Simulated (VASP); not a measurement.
Set up this calculation in VASP 6.6.1, as the native input.

```yaml
Task: single point
Functional: PBE
Potentials_or_basis: VASP PAW PBE potentials, release 64 (Sr_sv, Sc_sv)
Cutoff: 520 eV
k_mesh: 6 × 6 × 2
Occupations: gaussian, width 0.1 eV
Spin: no spin polarisation
Dipole_correction: no
Further_INCAR_settings: ALGO = Fast; EDIFF = 1e-06; NBANDS = 29
```

The structure of SrSc lies in POSCAR:

```
SrSc
1.0
    3.9199827661      0.0000000000      0.0000000000
   -1.9599913831      3.3948046578      0.0000000000
    0.0000000000      0.0000000000     10.4280653792
Sr Sc
2 2
Direct
    0.3333333333      0.6666666667      0.2500000000
    0.6666666667      0.3333333333      0.7500000000
    0.3333333333      0.6666666667      0.7500000000
    0.6666666667      0.3333333333      0.2500000000
```

One way to write it, as run:

INCAR

```
PREC     = Accurate       # precision mode
ENCUT    = 520            # plane-wave cutoff, eV
EDIFF    = 1E-6           # SCF threshold, eV
ISMEAR   = 0              # smearing method
SIGMA    = 0.1            # smearing width, eV
LREAL    = False          # projectors in reciprocal space
LASPH    = True           # aspherical terms in the spheres
NELM     = 100            # most SCF steps
ALGO     = Fast           # electronic algorithm
ISIF     = 2              # what is computed and relaxed
LWAVE    = False          # write WAVECAR
LCHARG   = False          # write CHGCAR
GGA      = PE             # functional
NBANDS   = 29             # bands
```

KPOINTS

```
regular mesh
0
Gamma
  6 6 2
```

Potentials or basis: VASP PAW PBE potentials, release 64 (Sr_sv, Sc_sv).

Command:

```console
$ cat potpaw_PBE.64/Sr_sv/POTCAR potpaw_PBE.64/Sc_sv/POTCAR > POTCAR
$ mpirun -np 1 vasp_std > vasp.out
```

It gave:

| Item | Value |
| --- | --- |
| Pressure | 17.0 GPa |
| Band gap on the k mesh | zero (band 21 reaches 2.96 eV, above the bottom of band 22 at 1.63 eV) |

Wall time 110 s on 1 thread of AMD EPYC 9R45 96-Core Processor (Zen 5), with other jobs on the host, peak memory 0.24 GiB.
